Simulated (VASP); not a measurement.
A run of VASP 6.6.1 is set up as follows.

POSCAR

```
Si
1.0
    0.0000000000      2.7218633290      2.7218633290
    2.7218633290      0.0000000000      2.7218633290
    2.7218633290      2.7218633290      0.0000000000
Si
2
Direct
    0.5000000000      0.5000000000      0.5000000000
    0.7500000000      0.7500000000      0.7500000000
```

INCAR.step1

```
PREC = Accurate
ENCUT = 520
ISMEAR = 0
SIGMA = 0.02
LREAL = False
LASPH = True
NELM = 60
NBANDS = 11
GGA = PE
ALGO = Normal
EDIFF = 1E-4
LWAVE = True
LCHARG = False
```

The input INCAR.step2:

```
PREC = Accurate
ENCUT = 520
EDIFF = 1E-7
ISMEAR = 0
SIGMA = 0.02
LREAL = False
LASPH = True
NELM = 60
ALGO = Normal
ISIF = 2
LWAVE = False
LCHARG = False
METAGGA = R2SCAN
LMIXTAU = True
NBANDS = 11
ISTART = 1
```

Contents of KPOINTS:

```
regular mesh
0
Gamma
  10 10 10
```

Potentials or basis: VASP PAW PBE potentials, release 64 (Si).

Launch:

```console
$ cat potpaw_PBE.64/Si/POTCAR > POTCAR
$ cp INCAR.step1 INCAR
$ mpirun -np 1 vasp_std > vasp.out
$ cp INCAR.step2 INCAR
$ mpirun -np 1 vasp_std > vasp.out
```

Q: Predict the pressure.

A: -0.2 GPa.

Q: Predict the band gap on the k mesh.

A: 0.79 eV (least direct gap 2.76 eV).

Caveat: semilocal functionals underestimate gaps, and a narrow one can read as zero; the PAW data sets were made with another functional, which shifts forces and pressure a little. A k mesh can miss the band edges.
